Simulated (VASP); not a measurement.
# TeAu (F-43m) in VASP: density of states with PBE

Aim: the density of states of TeAu with PBE.

Everything below comes from runs of VASP 6.6.1. Logs are shortened: lines on timing, memory, paths and dates and some standing lists are left out, and cuts for length are marked.

### Step 1. The cell of the first run

Symmetry: F-43m, No. 216, cubic system. The conventional cell has a = 6.273 Å, b = 6.273 Å, c = 6.273 Å, α = 90.00°, β = 90.00°, γ = 90.00°. Te (site symmetry -43m) has 4 Au at 2.72 Å within 3.6 Å. Au (site symmetry -43m) has 4 Te at 2.72 Å within 3.6 Å.

### Step 2. Density of states, PBE

File POSCAR:

```
TeAu
1.0
    0.0000000000      3.1363719541      3.1363719541
    3.1363719541      0.0000000000      3.1363719541
    3.1363719541      3.1363719541      0.0000000000
Te Au
1 1
Direct
    0.0000000000      0.0000000000      0.0000000000
    0.7500000000      0.7500000000      0.7500000000
```

File INCAR.step1:

```
  PREC = Accurate
  ENCUT = 520
  EDIFF = 1E-7
  ISMEAR = 0
  SIGMA = 0.1
  LREAL = F
  LASPH = T
  NELM = 60
  ALGO = Normal
  ISIF = 2
  LWAVE = F
  LCHARG = T
  LMAXMIX = 4
  GGA = PE
  NBANDS = 16
```

File KPOINTS.step1:

```
Automatic mesh
0
Gamma
  16 16 16
```

File INCAR.step2:

```
  PREC = Accurate
  ENCUT = 520
  EDIFF = 1E-7
  ISMEAR = -5
  SIGMA = 0.1
  LREAL = F
  LASPH = T
  NELM = 60
  ALGO = Normal
  ISIF = 2
  LWAVE = F
  LCHARG = F
  LMAXMIX = 4
  GGA = PE
  LORBIT = 11
  NBANDS = 16
  NEDOS = 2001
  ICHARG = 11
```

File KPOINTS.step2:

```
Automatic mesh
0
Gamma
  24 24 24
```

Potentials or basis: VASP PAW PBE potentials, release 64 (Te, Au).

Launch:

```bash
$ cat potpaw_PBE.64/Te/POTCAR potpaw_PBE.64/Au/POTCAR > POTCAR
$ cp INCAR.step1 INCAR
$ cp KPOINTS.step1 KPOINTS
$ mpirun -np 1 vasp_std > vasp.out
$ cp INCAR.step2 INCAR
$ cp KPOINTS.step2 KPOINTS
$ mpirun -np 1 vasp_std > vasp.out
```

OUTCAR:

```text
PREC = Accurate
   ENCUT = 520
   EDIFF = 1E-7
   ISMEAR = -5
   LREAL = F
   LASPH = T
   NELM = 60
   ISIF = 2
   GGA = PE
   LORBIT = 11
   ICHARG = 11

 ion  position               nearest neighbor table
   1  0.000  0.000  0.000-   2 2.72   2 2.72   2 2.72   2 2.72
   2  0.750  0.750  0.750-   1 2.72   1 2.72   1 2.72   1 2.72

  LATTYP: Found a face centered cubic cell.
 ALAT       =     6.2727439082

  Lattice vectors:

 A1 = (   0.0000000000,   3.1363719541,   3.1363719541)
 A2 = (   3.1363719541,   0.0000000000,   3.1363719541)
 A3 = (   3.1363719541,   3.1363719541,   0.0000000000)

Analysis of symmetry for initial positions (statically):
=====================================================================
 Subroutine PRICEL returns:
 Original cell was already a primitive cell.

 Routine SETGRP: Setting up the symmetry group for a
 face centered cubic supercell.

 Subroutine GETGRP returns: Found 24 space group operations
 (whereof 24 operations were pure point group operations)
 out of a pool of 48 trial point group operations.

The static configuration has the point symmetry T_d .

Analysis of symmetry for dynamics (positions and initial velocities):
=====================================================================
 Subroutine PRICEL returns:
 Original cell was already a primitive cell.

 Routine SETGRP: Setting up the symmetry group for a
 face centered cubic supercell.

 Subroutine GETGRP returns: Found 24 space group operations
 (whereof 24 operations were pure point group operations)
 out of a pool of 48 trial point group operations.

The dynamic configuration has the point symmetry T_d .

 Subroutine INISYM returns: Found 24 space group operations
 (whereof 24 operations are pure point group operations),
 and found     1 'primitive' translations

----------------------------------------------------------------------------------------

                                     Primitive cell

  volume of cell :      61.7039

  direct lattice vectors                    reciprocal lattice vectors
     0.000000000  3.136371954  3.136371954    -0.159419867  0.159419867  0.159419867
     3.136371954  0.000000000  3.136371954     0.159419867 -0.159419867  0.159419867
     3.136371954  3.136371954  0.000000000     0.159419867  0.159419867 -0.159419867

  length of vectors
     4.435499754  4.435499754  4.435499754     0.276123309  0.276123309  0.276123309

  position of ions in fractional coordinates (direct lattice)
     0.000000000  0.000000000  0.000000000
     0.750000000  0.750000000  0.750000000

  ion indices of the primitive-cell ions
   primitive index   ion index
                 1           1
                 2           2

----------------------------------------------------------------------------------------

 KPOINTS: Automatic mesh

Automatic generation of k-mesh.
 Grid dimensions read from file:
 generate k-points for:   24   24   24

 Generating k-lattice:

  Cartesian coordinates                     Fractional coordinates (reciprocal lattice)
    -0.006642494  0.006642494  0.006642494     0.041666667  0.000000000  0.000000000
     0.006642494 -0.006642494  0.006642494     0.000000000  0.041666667  0.000000000
     0.006642494  0.006642494 -0.006642494     0.000000000  0.000000000  0.041666667

  Length of vectors
     0.011505138  0.011505138  0.011505138

  Shift w.r.t. Gamma in fractional coordinates (k-lattice)
     0.000000000  0.000000000  0.000000000

 TETIRR: Found   1864 inequivalent tetrahedra from    82944

 Subroutine IBZKPT returns following result:
 ===========================================

 Found    413 irreducible k-points:

 Following reciprocal coordinates:
            Coordinates               Weight
  0.000000  0.000000  0.000000      1.000000
  0.041667  0.000000  0.000000      8.000000
  0.083333  0.000000  0.000000      8.000000
  0.125000  0.000000  0.000000      8.000000
  0.166667  0.000000  0.000000      8.000000
  0.208333  0.000000  0.000000      8.000000
[... 16 lines left out ...]
  0.416667  0.041667  0.000000     24.000000
  0.458333  0.041667  0.000000     24.000000
 [... further k-points ...]
   k-points           NKPTS =    413   k-points in BZ     NKDIM =    413   number of bands    NBANDS=     16
   number of dos      NEDOS =   2001   number of ions     NIONS =      2
   total plane-waves  NPLWV =  46656
   dimension x,y,z NGX =    36 NGY =   36 NGZ =   36
   dimension x,y,z NGXF=    72 NGYF=   72 NGZF=   72
   ions per type =               1   1
   NGX,Y,Z   is equivalent  to a cutoff of  13.49, 13.49, 13.49 a.u.
   NGXF,Y,Z  is equivalent  to a cutoff of  26.99, 26.99, 26.99 a.u.
 SYSTEM =  unknown system
   PREC   = accura    normal or accurate (medium, high low for compatibility)
   ISTART =      0    job   : 0-new  1-cont  2-samecut
   ICHARG =     11    charge: 1-file 2-atom 10-const
   ISPIN  =      1    spin polarized calculation?
   LNONCOLLINEAR =      F non collinear calculations
   LSORBIT =      F    spin-orbit coupling
   LASPH  =      T    aspherical Exc in radial PAW
   ENCUT  =  520.0 eV  38.22 Ry    6.18 a.u.   8.25  8.25  8.25*2*pi/ulx,y,z
   NELM   =     60;   NELMIN=  2; NELMDL=  0     # of ELM steps
   EDIFF  = 0.1E-06   stopping-criterion for ELM
   LREAL  =      F    real-space projection
   EDIFFG = 0.1E-05   stopping-criterion for IOM
   NSW    =      0    number of steps for IOM
   IBRION =     -1    ionic relax: 0-MD 1-quasi-New 2-CG
   NFREE  =      0    steps in history (QN), initial steepest desc. (CG)
   ISIF   =      2    stress and relaxation
   ISYM   =      2    0-nonsym 1-usesym 2-fastsym
   POTIM  = 0.5000    time-step for ionic-motion
   TEBEG  =    0.0;   TEEND  =   0.0 temperature during run
   PSTRESS=    0.0 pullay stress
   NELECT =      17.0000    total number of electrons
   NUPDOWN=      -1.0000    fix difference up-down
   EMIN   =  10.00;   EMAX   =-10.00  energy-range for DOS
   EFERMI =   0.00;   METHOD = LEGACY
   ISMEAR =    -5;   SIGMA  =   0.10  broadening in eV -4-tet -1-fermi 0-gaus
   EFERMI_NEDOS =   21; number of points for ismear=-14 and -15
   IALGO  =     38    algorithm
   IMIX   =      4    mixing-type and parameters
     AMIX     =   0.40;   BMIX     =  1.00
     AMIX_MAG =   1.60;   BMIX_MAG =  1.00
  volume/ion in A,a.u.               =      30.85       208.20
  Fermi-wavevector in a.u.,A,eV,Ry     =   1.065255  2.013040 15.439459  1.134768
  Thomas-Fermi vector in A             =   2.200801
   LORBIT       =     11    0 simple, 1 ext, 2 COOP (PROOUT), +10 PAW based schemes
   GGA     = PE    functional components
   LHFCALC =     F    Hartree Fock is set to
   AEXX    =    0.0000 exact exchange contribution
   IVDW    =     0    specifies the selected vdW correction
   LEPSILON=     F    determine dielectric tensor
   LRPA    =     F    only Hartree local field effects (RPA)
 non-spin polarized calculation
 Fermi weights with tetrahedron method with Bloechl corrections
  energy-cutoff  :      520.00
  volume of cell :       61.70
 maximum number of plane-waves:      1687
 NGX is ok and might be reduce to    36

 number of electron      17.0000001 magnetization

 Free energy of the ion-electron system (eV)
  ---------------------------------------------------
  ext. energy  EPLUGINS =         0.00000000
  ---------------------------------------------------
  free energy    TOTEN  =        -6.38945642 eV

  energy without entropy =       -6.38945642  energy(sigma->0) =       -6.38945642

 E-fermi :   4.6030     XC(G=0):  -9.1883

 val. band max:        4.6423608450   @ k =   0.2917   0.1667   0.0000
 cond. band min:       4.5816308194   @ k =  -0.1250   0.1667   0.0417
 fundamental gap:     -0.0607300256
 Fermi energy:         4.6030289969

 k-point     1 :       0.0000    0.0000    0.0000
  band No.  band energies     occupation
      1      -7.3537      2.00000
      2      -0.4012      2.00000
      3      -0.4012      2.00000
      4      -0.4012      2.00000
      5       0.8546      2.00000
      6       0.8546      2.00000
[... 8 lines left out ...]
     15      15.5111      0.00000
     16      15.5238      0.00000

 k-point     2 :       0.0417    0.0000    0.0000
  band No.  band energies     occupation
      1      -7.3436      2.00000
      2      -0.4067      2.00000
      3      -0.3967      2.00000
      4      -0.3967      2.00000
      5       0.8536      2.00000
      6       0.8536      2.00000
[... 8 lines left out ...]
     15      15.1374      0.00000
     16      15.1376      0.00000

 k-point     3 :       0.0833    0.0000    0.0000
  band No.  band energies     occupation
      1      -7.3136      2.00000
      2      -0.4221      2.00000
      3      -0.3837      2.00000
      4      -0.3837      2.00000
      5       0.8508      2.00000
      6       0.8508      2.00000
[... 8 lines left out ...]
     15      14.8085      0.00000
     16      14.8085      0.00000

 k-point     4 :       0.1250    0.0000    0.0000
  band No.  band energies     occupation
      1      -7.2653      2.00000
      2      -0.4443      2.00000
      3      -0.3631      2.00000
      4      -0.3631      2.00000
      5       0.8473      2.00000
      6       0.8473      2.00000
[... 8 lines left out ...]
     15      14.5484      0.00000
     16      14.5484      0.00000

 k-point     5 :       0.1667    0.0000    0.0000
  band No.  band energies     occupation
      1      -7.2008      2.00000
      2      -0.4690      2.00000
      3      -0.3367      2.00000
      4      -0.3367      2.00000
      5       0.8443      2.00000
      6       0.8443      2.00000
[... 8 lines left out ...]
     15      14.3700      0.00000
     16      14.3700      0.00000

 k-point     6 :       0.2083    0.0000    0.0000
  band No.  band energies     occupation
      1      -7.1237      2.00000
      2      -0.4906      2.00000
      3      -0.3068      2.00000
      4      -0.3068      2.00000
      5       0.8435      2.00000
      6       0.8435      2.00000
[... 8 lines left out ...]
     15      14.2874      0.00000
     16      14.2874      0.00000
[... 267 lines left out ...]
 k-point    21 :       0.3333    0.0417    0.0000
  band No.  band energies     occupation
      1      -6.8854      2.00000
      2      -0.4972      2.00000
      3      -0.2292      2.00000
      4      -0.2171      2.00000
      5       0.8426      2.00000
      6       0.8770      2.00000
[... 8 lines left out ...]
     15      14.3924      0.00000
     16      14.8660      0.00000

 k-point    22 :       0.3750    0.0417    0.0000
  band No.  band energies     occupation
      1      -6.8061      2.00000
      2      -0.4646      2.00000
      3      -0.2069      2.00000
      4      -0.1958      2.00000
      5       0.8571      2.00000
      6       0.8875      2.00000
[... 8 lines left out ...]
     15      14.6932      0.00000
     16      15.1437      0.00000

 k-point    23 :       0.4167    0.0417    0.0000
  band No.  band energies     occupation
      1      -6.7407      2.00000
      2      -0.4170      2.00000
      3      -0.1899      2.00000
      4      -0.1805      2.00000
      5       0.8732      2.00000
      6       0.8970      2.00000
[... 8 lines left out ...]
     15      15.0516      0.00000
     16      15.4544      0.00000

 k-point    24 :       0.4583    0.0417    0.0000
  band No.  band energies     occupation
      1      -6.6949      2.00000
      2      -0.3663      2.00000
      3      -0.1788      2.00000
      4      -0.1714      2.00000
      5       0.8872      2.00000
      6       0.9027      2.00000
[... 8 lines left out ...]
     15      15.4100      0.00000
     16      15.7136      0.00000

 [... further k-points ...]

------------------------ aborting loop because EDIFF is reached ----------------------------------------

  FORCE on cell =-STRESS in cart. coord.  units (eV):
  Direction    XX          YY          ZZ          XY          YZ          ZX
  --------------------------------------------------------------------------------------
  -------------------------------------------------------------------------------------
  Total       -0.0497716     -0.0497716     -0.0497716      0.0000000     -0.0000000     -0.0000000
  in kB       -1.2923481     -1.2923481     -1.2923481      0.0000000     -0.0000000     -0.0000000
  external PRESSURE =      -1.2923481 kB  Pullay stress =       0.0000000 kB

 VOLUME and BASIS-vectors are now :
 -----------------------------------------------------------------------------
  energy-cutoff  :      520.00
  volume of cell :       61.70
      direct lattice vectors                 reciprocal lattice vectors
     0.000000000  3.136371954  3.136371954    -0.159419867  0.159419867  0.159419867
     3.136371954  0.000000000  3.136371954     0.159419867 -0.159419867  0.159419867
     3.136371954  3.136371954  0.000000000     0.159419867  0.159419867 -0.159419867

 POSITION                                       TOTAL-FORCE (eV/Angst)
 -----------------------------------------------------------------------------------
      0.00000      0.00000      0.00000        -0.000000     -0.000000      0.000000
      4.70456      4.70456      4.70456         0.000000      0.000000     -0.000000
 -----------------------------------------------------------------------------------
    total drift:                               -0.000000     -0.000000     -0.000000

  FREE ENERGIE OF THE ION-ELECTRON SYSTEM (eV)
  ---------------------------------------------------
  free  energy   TOTEN  =        -6.3894564232 eV

  energy  without entropy=       -6.3894564232  energy(sigma->0) =       -6.38945642

 total charge

# of ion       s       p       d       tot
------------------------------------------
    1        1.378   1.862   0.062   3.301
    2        0.605   0.352   8.728   9.685
--------------------------------------------------
tot          1.984   2.213   8.789  12.986
```

Wall time 2.4 min (1 thread of Intel Xeon 6975P-C (Granite Rapids), shared host); peak memory 0.54 GiB.

What came out:

* Valence electrons inside the program's atomic spheres: Te 3.30; Au 9.69

Levels at points of the mesh, in eV from the Fermi level:
```tsv
k point	band 7	band 8	band 9	band 10	band 11	band 12
(0.00, 0.00, 0.00)	1.02	1.48	1.48	1.48	5.40	5.40
(0.50, 0.00, 0.00)	-3.46	0.19	0.19	2.21	6.31	6.31
(0.50, 0.50, 0.00)	-3.35	-1.48	-1.48	3.44	3.67	9.44
```

Caveat: spin-orbit coupling is left out, which moves the levels of the heavy elements; tetrahedron occupations give inexact forces and stress in metals.
